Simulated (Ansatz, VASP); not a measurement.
# La3N2: VASP beside Ansatz

Contents of INCAR:

```
PREC     = Accurate       # precision mode
ENCUT    = 600            # plane-wave cutoff, eV
EDIFF    = 1E-6           # SCF threshold, eV
ISMEAR   = 0              # smearing method
SIGMA    = 0.1            # smearing width, eV
LREAL    = F              # projectors in reciprocal space
LASPH    = T              # aspherical terms in the spheres
NELM     = 100            # most SCF steps
ALGO     = Normal         # electronic algorithm
ISIF     = 3              # what is computed and relaxed
LWAVE    = F              # write WAVECAR
LCHARG   = F              # write CHGCAR
GGA      = PE             # functional
IBRION   = 2              # ionic algorithm
NSW      = 100            # ionic steps
EDIFFG   = -0.01          # ionic threshold
```

KPOINTS

```
Automatic mesh
0
Gamma
  8 8 8
```

File POSCAR:

```
La3N2
1.0
    5.4852519040      0.0000000000      0.0000000000
    0.0000000000      5.4852519040      0.0000000000
    0.0000000000      0.0000000000      4.6245929583
La N
3 2
Direct
    0.5000000000      0.0000000000      0.9310780340
    0.0000000000      0.5000000000      0.9310780340
    0.5000000000      0.5000000000      0.4310658199
    0.5000000000      0.0000000000      0.4310731311
    0.0000000000      0.5000000000      0.4310731311
```

Input for Ansatz:

```yaml
crystal:
  lattice:
    - [5.485251904, 0.0, 0.0]
    - [0.0, 5.485251904, 0.0]
    - [0.0, 0.0, 4.6245929583]
  atoms:
    - { symbol: La, position: [0.5, 0.0, 0.931078034] }
    - { symbol: La, position: [0.0, 0.5, 0.931078034] }
    - { symbol: La, position: [0.5, 0.5, 0.4310658199] }
    - { symbol: "N", position: [0.5, 0.0, 0.4310731311] }
    - { symbol: "N", position: [0.0, 0.5, 0.4310731311] }
basis:
  ecutwfc: 420
kpoints:
  mp_grid: { grid: [8, 8, 8] }
hamiltonian:
  xc: pbe
scf:
  occupations: { method: gaussian, width: 0.1 }
output:
  forces: true
  stress: true
  eigenvalues: true
  write_density: true
  write_potential: true
  elf: true
  volumetric_format: npy
relax:
  adjacent_minimum: "off"
  f_tol: 0.01
  max_steps: 80
  cell: { stress_tol: 0.05 }
```

Alike in both runs: task relaxation of cell and atoms; functional PBE; k mesh 8 × 8 × 8; occupations gaussian, width 0.1 eV; no spin polarisation.

```csv
,VASP,Ansatz
version,VASP 6.6.1,Ansatz 0.2.0
potentials or method,"VASP PAW PBE potentials, release 64 (La, N), cutoff 600 eV","scalar-relativistic, plane waves, PAW"
valence electrons in the cell,43,43
```

VASP gave:

- gap on the k mesh at the Fermi level, each at its own relaxed structure (eV): none
- relaxed volume (Å³/atom): 27.84
- relaxed length of the cell vector where the two differ most in proportion (Å): 5.479

Task: What did Ansatz give for the same quantities?

Result: gap on the k mesh at the Fermi level, each at its own relaxed structure (eV): none; relaxed volume (Å³/atom): 27.89; relaxed length of the cell vector where the two differ most in proportion (Å): 5.484.

A gap of «none» marks a metal or a gap that the smearing closes. Ansatz's warnings: structure snapped to symmetry.

Spin-orbit coupling is off throughout.
